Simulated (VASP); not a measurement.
Ti2HC:

```xyz
4
Lattice="1.5483 0.8939 4.7949 -1.5483 0.8939 4.7949 0.0000 -1.7878 4.7949" Properties=species:S:1:pos:R:3 pbc="T T T"
Ti    0.0000    0.0000   10.8756
Ti    0.0000    0.0000    3.5091
H     0.0000    0.0000    0.0000
C     0.0000    0.0000    7.1923
```

```yaml
Program: VASP 6.6.1
Task: relaxation of cell and atoms
Functional: PBEsol
Dispersion: D3(BJ)
Potentials_or_basis: VASP PAW PBE potentials, release 64 (Ti_sv, H, C)
Cutoff: 600 eV
k_mesh: 9 × 9 × 9
Occupations: gaussian, width 0.05 eV
Spin: no spin polarisation
```

At the start: pressure -10.9 GPa; volume 9.95 Å³/atom.

Task: How do energy, volume and symmetry change on relaxing?

Result: Over 9 steps the energy falls by 20.3 meV/atom and the volume is 9.36 Å³/atom (-6.0 %); space group R-3m (No. 166, to 0.1 Å) before and after.

The path:
```tsv
step	energy change (eV)	largest force (eV/Å)	pressure (GPa)	volume (Å³)
1	0.0000	0.2188	-10.90	39.82
2	-0.0002	1.1900	12.02	36.04
3	-0.0714	0.4334	-0.46	37.86
4	-0.0809	0.0479	-0.15	37.51
5	-0.0811	0.0035	-0.10	37.47
6	-0.0811	0.0115	-0.09	37.46
7	-0.0811	0.0017	0.12	37.42
8	-0.0811	0.0001	0.15	37.42
9	-0.0812	0.0074	-0.02	37.45
```

Final structure:
```
Ti H C
1.0
     1.51778    0.87629    4.69239
    -1.51778    0.87629    4.69239
     0.00000   -1.75258    4.69239
Ti H C
2 1 1
Cartesian
  0.0000 0.0000 10.6272
  0.0000 0.0000 3.4500
  0.0000 0.0000 0.0000
  0.0000 0.0000 7.0386
```

Caveat: the PAW data sets were made with another functional, which shifts forces and pressure a little; an odd number of electrons without spin polarisation forces a metal; a magnetic or distorted state may lie lower.
